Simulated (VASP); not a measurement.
Write the native input for VASP 6.6.1 that does the following.

```
Task                   : single point
Functional             : r2SCAN
Potentials or basis    : VASP PAW PBE potentials, release 64 (Rh_sv_GW)
Cutoff                 : 580 eV
k mesh                 : 8 × 8 × 8
Occupations            : gaussian, width 0.15 eV
Spin                   : no spin polarisation
Dipole correction      : no
Second run             : valence_matched
Further INCAR settings : ALGO = Normal; EDIFF = 1e-06; NBANDS = 14
```

Crystal: Rh.

```
Rh
1.0
     0.00000    1.90155    1.90155
     1.90155    0.00000    1.90155
     1.90155    1.90155    0.00000
Rh
1
Direct
  0.00000 0.00000 0.00000
```

One way to write it, as run:

POSCAR

```
Rh
1.0
    0.0000000000      1.9015500000      1.9015500000
    1.9015500000      0.0000000000      1.9015500000
    1.9015500000      1.9015500000      0.0000000000
Rh
1
Direct
    0.0000000000      0.0000000000      0.0000000000
```

INCAR.step1

```
PREC = Accurate
ENCUT = 580
ISMEAR = 0
SIGMA = 0.15
LREAL = F
LASPH = T
NELM = 120
NBANDS = 14
GGA = PE
ALGO = Normal
EDIFF = 1E-5
LWAVE = T
LCHARG = F
GGA_COMPAT = F
```

INCAR.step2

```
PREC = Accurate
ENCUT = 580
EDIFF = 1E-6
ISMEAR = 0
SIGMA = 0.15
LREAL = F
LASPH = T
NELM = 120
ALGO = Normal
ISIF = 2
LWAVE = F
LCHARG = F
METAGGA = R2SCAN
LMIXTAU = T
NBANDS = 14
ISTART = 1
GGA_COMPAT = F
```

KPOINTS

```
regular mesh
0
Gamma
  8 8 8
```

Potentials or basis: VASP PAW PBE potentials, release 64 (Rh_sv_GW).

Launch:

```sh
$ cat potpaw_PBE.64/Rh_sv_GW/POTCAR > POTCAR
$ cp INCAR.step1 INCAR
$ mpirun -np 1 vasp_std > vasp.out
$ cp INCAR.step2 INCAR
$ mpirun -np 1 vasp_std > vasp.out
```

It gave:

* Pressure: -1.4 GPa

Caveat: the PAW data sets were made with another functional, which shifts forces and pressure a little.

Wall time 18 s on 1 thread of Intel(R) Xeon(R) 6975P-C (Granite Rapids), on a shared host, peak memory 0.15 GiB.
